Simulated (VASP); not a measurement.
# CuO (Cccm) in VASP: further runs, part 2 of 2

VASP 6.6.1. The steps go on from the part before.

## Step 4: Relaxation of cell and atoms, LDA

INCAR

```
PREC = Accurate
ENCUT = 600
EDIFF = 1E-7
ISMEAR = -1
SIGMA = 0.05
LREAL = F
LASPH = T
NELM = 60
ALGO = Normal
ISIF = 3
LWAVE = F
LCHARG = F
IBRION = 2
NSW = 60
EDIFFG = -0.01
```

KPOINTS

```
Automatic mesh
0
Gamma
  9 9 5
```

POSCAR

```
CuO
1.0
    1.9909680000     -2.1535500000      0.0000000000
    1.9909680000      2.1535500000      0.0000000000
    0.0000000000      0.0000000000      5.1559280000
Cu O
2 2
Direct
    0.5000000000      0.0000000000      0.0000000000
    0.0000000000      0.5000000000      0.5000000000
    0.5000000000      0.5000000000      0.2500000000
    0.5000000000      0.5000000000      0.7500000000
```

Potentials or basis: VASP PAW LDA potentials, release 64 (Cu, O).

On the command line:

```bash
> cat potpaw_LDA.64/Cu/POTCAR potpaw_LDA.64/O/POTCAR > POTCAR
> mpirun -np 1 vasp_std > vasp.out
```

OUTCAR:

```text
PREC = Accurate
   ENCUT = 600
   EDIFF = 1E-7
   ISMEAR = -1
   LREAL = F
   LASPH = T
   NELM = 60
   ISIF = 3
   IBRION = 2
   NSW = 60
   EDIFFG = -0.01

 ion  position               nearest neighbor table
   1  0.500  0.000  0.000-   3 1.95   4 1.95   3 1.95   4 1.95
   2  0.000  0.500  0.500-   3 1.95   4 1.95   3 1.95   4 1.95
   3  0.500  0.500  0.250-   1 1.95   2 1.95   1 1.95   2 1.95
   4  0.500  0.500  0.750-   1 1.95   2 1.95   1 1.95   2 1.95

  LATTYP: Found a base centered orthorhombic cell.
 ALAT       =     3.9819360000
 B/A-ratio  =     1.0816597755
 C/A-ratio  =     1.2948294498

  Lattice vectors:

 A1 = (   1.9909680000,  -2.1535500000,   0.0000000000)
 A2 = (   1.9909680000,   2.1535500000,   0.0000000000)
 A3 = (   0.0000000000,   0.0000000000,   5.1559280000)

Analysis of symmetry for initial positions (statically):
=====================================================================
 Subroutine PRICEL returns:
 Original cell was already a primitive cell.

 Routine SETGRP: Setting up the symmetry group for a
 base centered orthorhombic supercell.

[... 279 lines left out ...]
  ---------------------------------------------------
  free  energy   TOTEN  =       -23.3372176245 eV

  energy  without entropy=      -23.3185171526  energy(sigma->0) =      -23.32786739

[... ionic steps 4 to 18 ...]

--------------------------------------- Ionic step       19  -------------------------------------------

 number of electron      33.9999990 magnetization

------------------------ aborting loop because EDIFF is reached ----------------------------------------
[... 71 lines left out ...]
--------------------------------------- Ionic step       21  -------------------------------------------

 number of electron      33.9999990 magnetization

 Free energy of the ion-electron system (eV)
  ---------------------------------------------------
  ext. energy  EPLUGINS =         0.00000000
  ---------------------------------------------------
  free energy    TOTEN  =       -23.34439436 eV

  energy without entropy =      -23.32574023  energy(sigma->0) =      -23.33506730

 E-fermi :   5.4881     XC(G=0): -12.2527

 val. band max:        5.4572754002   @ k =   0.4444   0.4444   0.4000
 cond. band min:       5.5431239265   @ k =   0.2222   0.1111   0.0000
 fundamental gap:      0.0858485263
 Fermi energy:         5.4880798748

 k-point     1 :       0.0000    0.0000    0.0000
  band No.  band energies     occupation
      1     -14.6446      2.00000
      2     -13.0952      2.00000
      3      -3.3799      2.00000
      4      -0.4637      2.00000
      5      -0.4552      2.00000
      6       1.3262      2.00000
[... 565 lines left out ...]
     20      12.1753      0.00000
     21      15.6565      0.00000

 [... further k-points ...]

------------------------ aborting loop because EDIFF is reached ----------------------------------------

  FORCE on cell =-STRESS in cart. coord.  units (eV):
  Direction    XX          YY          ZZ          XY          YZ          ZX
  --------------------------------------------------------------------------------------
  -------------------------------------------------------------------------------------
  Total        0.0250027      0.0076226      0.0155622     -0.0000000      0.0000000      0.0000000
  in kB        0.9720188      0.2963417      0.6050051     -0.0000000      0.0000000      0.0000000
  external PRESSURE =       0.6244552 kB  Pullay stress =       0.0000000 kB
[... 19 lines left out ...]
  FREE ENERGIE OF THE ION-ELECTRON SYSTEM (eV)
  ---------------------------------------------------
  free  energy   TOTEN  =       -23.3443943634 eV

  energy  without entropy=      -23.3257402294  energy(sigma->0) =      -23.33506730

 reached required accuracy - stopping structural energy minimisation
```

It took 9.7 min on 1 thread of Intel Xeon 6975P-C, shared host; peak memory 0.21 GiB.

Results:

```
Free energy                            : -23.3444 eV
Relaxed volume                         : 10.30 Å³/atom
Relaxed cell                           : a = 2.856 Å, b = 2.856 Å, c = 5.053 Å, α = 90.00°, β = 90.00°, γ = 90.21°
Space group after relaxing (to 0.05 Å) : P4_2/mmc (No. 131)
Energy gained by relaxing              : 30.5 meV/atom
Ionic steps                            : 21
Pressure after relaxing                : 0.1 GPa
Band gap on the k mesh                 : zero (band 17 reaches 6.22 eV, above the bottom of band 18 at 5.21 eV)
```

Step by step:
```
step  energy change (eV)  largest force (eV/Å)  pressure (GPa)  volume (Å³)
   1              0.0000                0.0000          -11.53        44.21
   2             -0.0462                0.0000           10.98        39.31
   3             -0.1148                0.0000           -0.20        41.33
   4             -0.1148                0.0000            0.07        41.27
   5             -0.1168                0.0000            0.12        41.20
   6             -0.1181                0.0000            0.36        41.02
   7             -0.1182                0.0000            0.23        41.07
   8             -0.1186                0.0000           -0.16        41.17
   9             -0.1188                0.0000           -0.46        41.23
  10             -0.1190                0.0000           -0.42        41.23
  11             -0.1196                0.0000           -0.23        41.22
  12             -0.1205                0.0000            0.04        41.20
  13             -0.1211                0.0000            0.60        41.15
  14             -0.1213                0.0000            0.41        41.18
  15             -0.1215                0.0000            0.23        41.22
  16             -0.1216                0.0000           -0.03        41.30
  17             -0.1217                0.0000           -0.10        41.30
  18             -0.1219                0.0000           -0.10        41.29
  19             -0.1219                0.0000           -0.21        41.26
  20             -0.1220                0.0000           -0.23        41.27
  21             -0.1220                0.0000            0.06        41.21
```

Final structure:
```yaml
crystal:
  lattice:
    - [2.01572, -2.02318, 0.00000]
    - [2.01572, 2.02318, 0.00000]
    - [0.00000, 0.00000, 5.05275]
  atoms:
    - { symbol: Cu, position: [0.50000, 0.00000, 0.00000] }
    - { symbol: Cu, position: [0.00000, 0.50000, 0.50000] }
    - { symbol: O, position: [0.50000, 0.50000, 0.25000] }
    - { symbol: O, position: [0.50000, 0.50000, 0.75000] }
```

Caveat: semilocal functionals often make such compounds metallic where correlation or magnetic order opens a gap, which also shifts bond lengths. With open d or f shells a metallic result of LDA can be an artefact of self-interaction; +U or a hybrid may open a gap.

## Step 5: Relaxation of cell and atoms, BLYP

INCAR

```
SYSTEM = CuO
AGGAC = 1.0
AGGAX = 1.0
ALDAC = 0.0
ALDAX = 1.0
ALGO = Normal
EDIFF = 1E-6
EDIFFG = -0.01
ENCUT = 600
GGA = B5
IBRION = 2
ISIF = 3
ISMEAR = -1
LASPH = .TRUE.
LCHARG = .FALSE.
LREAL = .FALSE.
LWAVE = .FALSE.
NELM = 60
NSW = 60
PREC = Accurate
SIGMA = 0.05
```

KPOINTS

```
k-points
0
G
  9 9 5
  0 0 0
```

POSCAR is that of step 4.

Potentials or basis: VASP PAW PBE potentials, release 64 (Cu, O).

On the command line:

```bash
> cat potpaw_PBE.64/Cu/POTCAR potpaw_PBE.64/O/POTCAR > POTCAR
> mpirun -np 1 vasp_std > vasp.out
```

OUTCAR:

```text
SYSTEM = CuO
   EDIFF = 1E-6
   EDIFFG = -0.01
   ENCUT = 600
   GGA = B5
   IBRION = 2
   ISIF = 3
   ISMEAR = -1
   LASPH = .TRUE.
   LREAL = .FALSE.
   NELM = 60
   NSW = 60
   PREC = Accurate

 ion  position               nearest neighbor table
   1  0.500  0.000  0.000-   3 1.95   4 1.95   3 1.95   4 1.95
   2  0.000  0.500  0.500-   3 1.95   4 1.95   3 1.95   4 1.95
   3  0.500  0.500  0.250-   1 1.95   2 1.95   1 1.95   2 1.95
   4  0.500  0.500  0.750-   1 1.95   2 1.95   1 1.95   2 1.95

  LATTYP: Found a base centered orthorhombic cell.
 ALAT       =     3.9819360000
 B/A-ratio  =     1.0816597755
 C/A-ratio  =     1.2948294498

  Lattice vectors:

 A1 = (   1.9909680000,  -2.1535500000,   0.0000000000)
 A2 = (   1.9909680000,   2.1535500000,   0.0000000000)
 A3 = (   0.0000000000,   0.0000000000,   5.1559280000)

Analysis of symmetry for initial positions (statically):
[... 873 lines left out ...]

 [... further k-points ...]

[... ionic steps 4 to 12 ...]

--------------------------------------- Ionic step       13  -------------------------------------------

 number of electron      34.0000040 magnetization

------------------------ aborting loop because EDIFF is reached ----------------------------------------
[... 71 lines left out ...]
--------------------------------------- Ionic step       15  -------------------------------------------

 number of electron      34.0000040 magnetization

 Free energy of the ion-electron system (eV)
  ---------------------------------------------------
  ext. energy  EPLUGINS =         0.00000000
  ---------------------------------------------------
  free energy    TOTEN  =       -18.31273082 eV

  energy without entropy =      -18.29297615  energy(sigma->0) =      -18.30285349

 E-fermi :   4.5102     XC(G=0): -10.5156

 val. band max:        4.4897633115   @ k =   0.1111   0.1111   0.4000
 cond. band min:       4.5182605272   @ k =   0.4444   0.0000   0.2000
 fundamental gap:      0.0284972158
 Fermi energy:         4.5101916780

 k-point     1 :       0.0000    0.0000    0.0000
  band No.  band energies     occupation
      1     -14.6889      2.00000
      2     -13.4933      2.00000
      3      -2.9590      2.00000
      4      -0.5401      2.00000
      5      -0.5354      2.00000
      6       1.0724      2.00000
[... 598 lines left out ...]
  FREE ENERGIE OF THE ION-ELECTRON SYSTEM (eV)
  ---------------------------------------------------
  free  energy   TOTEN  =       -18.3127308243 eV

  energy  without entropy=      -18.2929761533  energy(sigma->0) =      -18.30285349

 reached required accuracy - stopping structural energy minimisation
```

OSZICAR:

```text
N       E                     dE             d eps       ncg     rms          rms(c)
DAV:   1     0.329005318269E+03    0.32901E+03   -0.18363E+04  3198   0.279E+03
DAV:   2     0.264655883109E+02   -0.30254E+03   -0.28718E+03  3208   0.459E+02
DAV:   3    -0.229276399826E+02   -0.49393E+02   -0.46904E+02  4387   0.206E+02
[... 141 lines left out ...]
DAV:   1    -0.183127571478E+02   -0.45752E-04   -0.12547E-03  3574   0.383E-01    0.404E-02
DAV:   2    -0.183127391633E+02    0.17985E-04   -0.67287E-05  4182   0.214E-01    0.222E-02
DAV:   3    -0.183127345394E+02    0.46239E-05   -0.18273E-05  4284   0.170E-01    0.154E-02
DAV:   4    -0.183127308868E+02    0.36526E-05   -0.45528E-06  2718   0.875E-02    0.341E-03
DAV:   5    -0.183127308243E+02    0.62471E-07   -0.15775E-06  1777   0.152E-02
  15 F= -.18312731E+02 E0= -.18302853E+02  d E =-.196366E-04
```

CONTCAR:

```text
CuO
   1.00000000000000
     2.1186705431080624   -2.1237228209148773    0.0000000000000000
     2.1186705431080624    2.1237228209148773    0.0000000000000000
     0.0000000000000000    0.0000000000000000    5.2030407768963958
  Cu              O
     2     2
Direct
     0.5000000000000000    0.0000000000000000    0.0000000000000000
     0.0000000000000000    0.5000000000000000    0.5000000000000000
     0.5000000000000000    0.5000000000000000    0.2500000000000000
     0.5000000000000000    0.5000000000000000    0.7500000000000000

  0.00000000E+00  0.00000000E+00  0.00000000E+00
  0.00000000E+00  0.00000000E+00  0.00000000E+00
  0.00000000E+00  0.00000000E+00  0.00000000E+00
  0.00000000E+00  0.00000000E+00  0.00000000E+00
```

It took 9.7 min on 1 thread of Intel Xeon 6975P-C, shared host; peak memory 0.23 GiB.

What came out:

| Property | Result |
| --- | --- |
| Free energy | -18.3127 eV |
| Relaxed volume | 11.71 Å³/atom |
| Relaxed cell | a = 3.000 Å, b = 3.000 Å, c = 5.203 Å, α = 90.00°, β = 90.00°, γ = 90.14° |
| Space group after relaxing (to 0.05 Å) | P4_2/mmc (No. 131) |
| Energy gained by relaxing | 16.8 meV/atom |
| Ionic steps | 15 |
| Pressure after relaxing | 0.0 GPa |
| Band gap on the k mesh | zero (band 17 reaches 5.17 eV, above the bottom of band 18 at 4.29 eV) |

Step by step:
```csv
step,energy change (eV),largest force (eV/Å),pressure (GPa),volume (Å³)
1,0.0000,0.0000,7.95,44.21
2,-0.0395,0.0000,-3.63,47.82
3,-0.0547,0.0000,0.05,46.51
4,-0.0579,0.0000,0.04,46.61
5,-0.0606,0.0000,-0.08,46.88
6,-0.0608,0.0000,0.05,46.82
7,-0.0623,0.0000,-0.37,46.90
8,-0.0644,0.0000,-0.83,47.04
9,-0.0652,0.0000,-1.35,47.29
10,-0.0654,0.0000,-0.92,47.19
11,-0.0665,0.0000,-0.53,47.05
12,-0.0669,0.0000,-0.37,46.97
13,-0.0672,0.0000,0.12,46.82
14,-0.0672,0.0000,-0.03,46.83
15,-0.0672,0.0000,0.00,46.82
```

Final structure:
```xyz
4
Lattice="2.1187 -2.1237 0.0000 2.1187 2.1237 0.0000 0.0000 0.0000 5.2030" Properties=species:S:1:pos:R:3 pbc="T T T"
Cu    1.0593   -1.0619    0.0000
Cu    1.0593    1.0619    2.6015
O     2.1187    0.0000    1.3008
O     2.1187    0.0000    3.9023
```

Levels at points of the mesh, in eV from the Fermi level:
```
           k point  band 14  band 15  band 16  band 17  band 18  band 19  band 20  band 21
(0.00, 0.00, 0.00)    -2.18    -2.16    -1.82     0.66     0.66     1.44     6.34     7.10
```

Caveat: the PAW data sets were made with another functional, which shifts forces and pressure a little; semilocal functionals often make such compounds metallic where correlation or magnetic order opens a gap, which also shifts bond lengths. With open d or f shells a metallic result of BLYP can be an artefact of self-interaction; +U or a hybrid may open a gap.

## Step 6: Single point, PBE

INCAR

```
SYSTEM = CuO
PREC     = Accurate       ! precision mode
ENCUT    = 700            ! plane-wave cutoff, eV
EDIFF    = 1E-6           ! SCF threshold, eV
ISMEAR   = -1             ! smearing method
SIGMA    = 0.05           ! smearing width, eV
LREAL    = .False.        ! projectors in reciprocal space
LASPH    = .True.         ! aspherical terms in the spheres
NELM     = 120            ! most SCF steps
ALGO     = Normal         ! electronic algorithm
ISIF     = 2              ! what is computed and relaxed
LWAVE    = .False.        ! write WAVECAR
LCHARG   = .False.        ! write CHGCAR
GGA      = PE             ! functional
NBANDS   = 33             ! bands
GGA_COMPAT= .False.
```

KPOINTS

```
regular mesh
0
Gamma
  3 3 2
  0 0 0
```

POSCAR is that of step 5.

Potentials or basis: VASP PAW PBE potentials, release 64 (Cu_sv_GW, O).

On the command line:

```bash
> cat potpaw_PBE.64/Cu_sv_GW/POTCAR potpaw_PBE.64/O/POTCAR > POTCAR
> mpirun -np 1 vasp_std > vasp.out
```

Wall time 20 s (1 thread of AMD EPYC 9R45 (Zen 5), shared host); peak memory 0.17 GiB.

It converged, with:

```
Free energy            : -20.0763 eV
Pressure               : -2.2 GPa
Band gap on the k mesh : zero (band 25 reaches 5.50 eV, above the bottom of band 26 at 4.49 eV)
```

Stress tensor (GPa, compression positive):
```
-0.71  0.00  0.00
 0.00 -2.33  0.00
 0.00  0.00 -3.61
```

Levels at points of the mesh, in eV from the Fermi level:
```csv
k point,band 22,band 23,band 24,band 25,band 26,band 27,band 28,band 29
"(0.00, 0.00, 0.00)",-2.42,-2.36,-1.97,0.47,0.66,1.29,5.99,7.16
"(0.00, 0.00, 0.50)",-2.35,-1.65,-1.65,0.02,0.02,3.36,3.36,11.49
```

Caveat: the k points lie up to 0.72 Å⁻¹ apart; semilocal functionals often make such compounds metallic where correlation or magnetic order opens a gap, which also shifts bond lengths.

## Step 7: The runs side by side

| task | level | potentials or basis | U | cell | k mesh | cutoff (eV) | second run | gap on the mesh (eV) | pressure (GPa) | relaxed volume (Å³/atom) |
| --- | --- | --- | --- | --- | --- | --- | --- | --- | --- | --- |
| single point | PBE+U | VASP PAW PBE potentials, release 64 (Cu, O) | Cu d U = 5.3 eV | as given | 9 × 9 × 5 | 520 | - | none | -0.7 | - |
| single point | PBEsol+U | VASP PAW PBE potentials, release 64 (Cu, O) | Cu d U = 4.5 eV | as given | 9 × 9 × 5 | 520 | - | none | -7.9 | - |
| relaxation of cell and atoms | LDA | VASP PAW LDA potentials, release 64 (Cu, O) | - | relaxed | 9 × 9 × 5 | 600 | - | none | 0.1 | 10.30 |
| relaxation of cell and atoms | BLYP | VASP PAW PBE potentials, release 64 (Cu, O) | - | relaxed | 9 × 9 × 5 | 600 | - | none | 0.0 | 11.71 |
| single point | PBE | VASP PAW PBE potentials, release 64 (Cu_sv_GW, O) | - | as given | 3 × 3 × 2 | 700 | valence_matched | none | -2.2 | - |

Alike in all rows: no spin polarisation; smearing fermi-dirac 0.05 eV.

Caveats: some runs use coarse meshes; semilocal functionals often make such compounds metallic where correlation or magnetic order opens a gap, which also shifts bond lengths (some runs); U without spin polarisation on a metal has little footing (some runs); the PAW data sets were made with another functional, which shifts forces and pressure a little (some runs).

Total energies depend on the potentials used, so only differences within one code and one set of settings carry meaning.
